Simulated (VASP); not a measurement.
Write the native input for VASP 6.6.1 that does the following.

```yaml
Task: single point
Functional: HSE06
Potentials_or_basis: VASP PAW PBE potentials, release 64 (W_sv, C)
Cutoff: 520 eV
k_mesh: 6 × 6 × 6
Occupations: fermi-dirac, width 0.05 eV
Spin: no spin polarisation
Dipole_correction: no
Grid_for_exact_exchange_PRECFOCK: Normal
Further_INCAR_settings: ALGO = Normal; EDIFF = 1e-07; NBANDS = 16
Screening_parameter: 0.2079 1/Å
```

Crystal: WC (Qusongite).

```xyz
2
Lattice="2.9065 0.0000 0.0000 -1.4532 2.5171 0.0000 0.0000 0.0000 2.8366" Properties=species:S:1:pos:R:3 pbc="T T T"
W     0.0000    0.0000    0.0000
C     1.4533    0.8390    1.4183
```

These files were run (other wordings do the same):

POSCAR

```
WC
1.0
    2.9065000000      0.0000000000      0.0000000000
   -1.4532500000      2.5171028361      0.0000000000
    0.0000000000      0.0000000000      2.8366000000
W C
1 1
Direct
    0.0000000000      0.0000000000      0.0000000000
    0.6666666667      0.3333333333      0.5000000000
```

INCAR.step1

```
SYSTEM = WC
ALGO = Normal ; EDIFF = 1E-5
ENCUT = 520 ; GGA = PE
ISIF = 2 ; ISMEAR = -1
LASPH = .TRUE. ; LCHARG = .FALSE.
LREAL = .FALSE. ; LWAVE = .TRUE.
NBANDS = 16 ; NELM = 60
PREC = Accurate ; SIGMA = 0.05
```

INCAR.step2

```
SYSTEM = WC
ALGO = Normal ; EDIFF = 1E-7
ENCUT = 520 ; GGA = PE
HFSCREEN = 0.2079 ; ISIF = 2
ISMEAR = -1 ; ISTART = 1
LASPH = .TRUE. ; LCHARG = .FALSE.
LHFCALC = .TRUE. ; LREAL = .FALSE.
LWAVE = .FALSE. ; NBANDS = 16
NELM = 60 ; PREC = Accurate
PRECFOCK = Normal ; SIGMA = 0.05
```

KPOINTS

```
k-points
0
G
  6 6 6
  0 0 0
```

Potentials or basis: VASP PAW PBE potentials, release 64 (W_sv, C).

Launch:

```bash
$ cat potpaw_PBE.64/W_sv/POTCAR potpaw_PBE.64/C/POTCAR > POTCAR
$ cp INCAR.step1 INCAR
$ mpirun -np 1 vasp_std > vasp.out
$ cp INCAR.step2 INCAR
$ mpirun -np 1 vasp_std > vasp.out
```

Results of the run:

```yaml
Pressure: -3.3 GPa
Band_gap_on_the_k_mesh: zero (band 9 reaches 11.84 eV, above the bottom of band 10 at 10.31 eV)
```

Caveat: the k points lie up to 0.42 Å⁻¹ apart; the PAW data sets were made with another functional, which shifts forces and pressure a little; spin-orbit coupling is left out, which moves the levels of the heavy elements.

Wall time 22 min on 1 thread of Intel(R) Xeon(R) 6975P-C (Granite Rapids), on a shared host, peak memory 0.26 GiB.
